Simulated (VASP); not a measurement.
Set up this calculation in VASP 6.6.1, as the native input.

```
Task                   : single point
Functional             : PBE
Potentials or basis    : VASP PAW PBE potentials, release 64 (Mo_sv, N)
Cutoff                 : 520 eV
k mesh                 : 6 × 6 × 9
Occupations            : methfessel-paxton, width 0.02 eV
Spin                   : no spin polarisation
Dipole correction      : no
Further INCAR settings : ALGO = Normal; EDIFF = 1e-06; NBANDS = 33
```

The structure of MoN2 lies in POSCAR:

```
MoN2
1.0
    4.3297955808      0.0000000000      0.0000000000
    0.0000000000      4.3297955808      0.0000000000
    0.0000000000      0.0000000000      2.7558394707
Mo N
2 4
Direct
    0.5000000000      0.5000000000      0.0000000000
    0.0000000000      0.0000000000      0.0000000000
    0.8877872880      0.3877872880      0.5000000000
    0.1122127120      0.6122127120      0.5000000000
    0.3877872880      0.1122127120      0.5000000000
    0.6122127120      0.8877872880      0.5000000000
```

The input as run:

INCAR

```
SYSTEM = MoN2
ALGO = Normal
EDIFF = 1E-6
ENCUT = 520
GGA = PE
ISIF = 2
ISMEAR = 1
LASPH = .True.
LCHARG = .True.
LELF = .True.
LREAL = .False.
LVHAR = .True.
LWAVE = .False.
NBANDS = 33
NELM = 60
PREC = Accurate
SIGMA = 0.02
```

KPOINTS

```
k-points
0
Gamma
  6 6 9
  0 0 0
```

Potentials or basis: VASP PAW PBE potentials, release 64 (Mo_sv, N).

The run is started by

```sh
$ cat potpaw_PBE.64/Mo_sv/POTCAR potpaw_PBE.64/N/POTCAR > POTCAR
$ mpirun -np 1 vasp_std > vasp.out
```

Results of the run:

```
Pressure               : 0.5 GPa
Largest force          : 0.081 eV/Å
Band gap on the k mesh : zero (bands 24 and 25 overlap by 2.09 eV)
```

Wall time 53 s on 1 thread of Intel(R) Xeon(R) Platinum 8259CL CPU @ 2.50GHz (Skylake/Cascade Lake), with other jobs on the host, peak memory 0.2 GiB.
